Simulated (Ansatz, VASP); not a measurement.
## One calculation of FeGe, two programs

```xyz
2
Lattice="3.0162 0.0000 0.0000 0.0000 3.0162 0.0000 0.0000 0.0000 3.0162" Properties=species:S:1:pos:R:3 pbc="T T T"
Fe    0.0000    0.0000    0.0000
Ge    1.3975    1.3595    1.3679
```

Alike in both runs: task single point; functional r2SCAN; k mesh 3 × 3 × 3; collinear spin.

|  | VASP | Ansatz |
| --- | --- | --- |
| version | VASP 6.6.1 | Ansatz development build ahead of 0.2.0 |
| potentials or method | VASP PAW PBE potentials, release 64 (Fe, Ge_d) | PAW (an earlier, plane waves, scalar-relativistic |
| plane-wave cutoff (eV) | 520 | 1230 |
| occupations | gaussian, width 0.05 eV | gaussian |

Ansatz gave:

- net moment per atom (μB): 0.96
- size of the moment on the site where the two differ most (μB): 1.96

**Question.** What did VASP give for the same quantities?

**Answer.** net moment per atom (μB): 0.96; size of the moment on the site where the two differ most (μB): 1.97.

VASP's potentials were made for PBE, not for r2SCAN. Site moments also hang on the region over which each program counts them. Ansatz's warnings: stability check not made.

The k mesh is coarse, so the values compare programs but aren't converged.
